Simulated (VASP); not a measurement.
Here is a VASP 6.6.1 calculation.

File INCAR:

```
SYSTEM = ZnS
ALGO = Normal
EDIFF = 1E-6
ENCUT = 520
GGA = CA
ISIF = 2
ISMEAR = 0
LASPH = .TRUE.
LCHARG = .FALSE.
LREAL = .FALSE.
LWAVE = .FALSE.
NBANDS = 36
NELM = 100
PREC = Accurate
SIGMA = 0.01
```

Contents of KPOINTS:

```
k-points
0
G
  6 6 6
  0 0 0
```

POSCAR

```
ZnS
1.0
    1.9525233809      1.1272903570      9.5949636807
   -1.9525233809      1.1272903570      9.5949636807
    0.0000000000     -2.2545796880      9.5949636807
Zn S
3 3
Direct
    0.9999710000      0.9999710000      0.9999710000
    0.2222690000      0.2222690000      0.2222690000
    0.4446130000      0.4446130000      0.4446130000
    0.0832670000      0.0832670000      0.0832670000
    0.5278420000      0.5278420000      0.5278420000
    0.3053630000      0.3053630000      0.3053630000
```

Potentials or basis: VASP PAW LDA potentials, release 64 (Zn, S).

Launch:

```bash
$ cat potpaw_LDA.64/Zn/POTCAR potpaw_LDA.64/S/POTCAR > POTCAR
$ mpirun -np 1 vasp_std > vasp.out
```

Estimate the band gap on the k mesh.

1.63 eV, direct.

Predict the largest force.

0.024 eV/Å.

Predict the pressure.

-8.2 GPa.

Forces in eV/Å, atoms in the order of the input:
```
Zn   0.000  0.000 -0.011
Zn   0.000  0.000 -0.009
Zn   0.000  0.000 -0.024
S    0.000  0.000  0.019
S    0.000  0.000  0.010
S    0.000  0.000  0.015
```

A k mesh can miss the band edges.
